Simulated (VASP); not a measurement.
Set up this calculation in VASP 6.6.1, as the native input.

| Property | Result |
| --- | --- |
| Task | single point |
| Functional | HSE06 |
| Potentials or basis | VASP PAW PBE potentials, release 64 (Mg, O) |
| Cutoff | 520 eV |
| k mesh | 8 × 8 × 8 |
| Occupations | gaussian, width 0.01 eV |
| Spin | no spin polarisation |
| Dipole correction | no |
| Grid for exact exchange (PRECFOCK) | Normal |
| Further INCAR settings | ALGO = Normal; EDIFF = 1e-06; NBANDS = 11 |
| Share of exact exchange | 0.25 |
| Screening parameter | 0.2079 1/Å |

The system is MgO.

```
CELL_PARAMETERS angstrom
0.00000 2.16523 2.06673
2.16523 0.00000 2.06673
2.16523 2.16523 0.00000
ATOMIC_POSITIONS crystal
Mg 0.00000 0.00000 0.00000
O 0.50000 0.50000 0.50000
```

This cell differs from its parent crystal: epitaxial xy strain +3.0%.

One way to write it, as run:

POSCAR

```
MgO
1.0
    0.0000000000      2.1652324379      2.0667334819
    2.1652324379      0.0000000000      2.0667334819
    2.1652324379      2.1652324379      0.0000000000
Mg O
1 1
Direct
    0.0000000000      0.0000000000      0.0000000000
    0.5000000000      0.5000000000      0.5000000000
```

INCAR.step1

```
SYSTEM = MgO
PREC = Accurate
ENCUT = 520
EDIFF = 1E-5
ISMEAR = 0
SIGMA = 0.01
LREAL = .False.
LASPH = .True.
NELM = 80
ALGO = Normal
ISIF = 2
LWAVE = .True.
LCHARG = .False.
NBANDS = 11
GGA = PE
```

INCAR.step2

```
SYSTEM = MgO
PREC = Accurate
ENCUT = 520
EDIFF = 1E-6
ISMEAR = 0
SIGMA = 0.01
LREAL = .False.
LASPH = .True.
NELM = 80
ALGO = Normal
ISIF = 2
LWAVE = .False.
LCHARG = .False.
GGA = PE
LHFCALC = .True.
HFSCREEN = 0.2079
PRECFOCK = Normal
NBANDS = 11
ISTART = 1
```

KPOINTS

```
regular mesh
0
Gamma
  8 8 8
  0 0 0
```

Potentials or basis: VASP PAW PBE potentials, release 64 (Mg, O).

Launch:

```console
$ cat potpaw_PBE.64/Mg/POTCAR potpaw_PBE.64/O/POTCAR > POTCAR
$ cp INCAR.step1 INCAR
$ mpirun -np 1 vasp_std > vasp.out
$ cp INCAR.step2 INCAR
$ mpirun -np 1 vasp_std > vasp.out
```

Results of the run:

* Pressure: -6.4 GPa
* Band gap on the k mesh: 6.00 eV

Caveat: the cell differs from its parent crystal (epitaxial xy strain +3.0%); the cell stands under tension; the PAW data sets were made with another functional, which shifts forces and pressure a little.

Wall time 85 min on 1 thread of Intel(R) Xeon(R) Platinum 8259CL CPU @ 2.50GHz (Skylake/Cascade Lake), with other jobs on the host, peak memory 0.26 GiB.
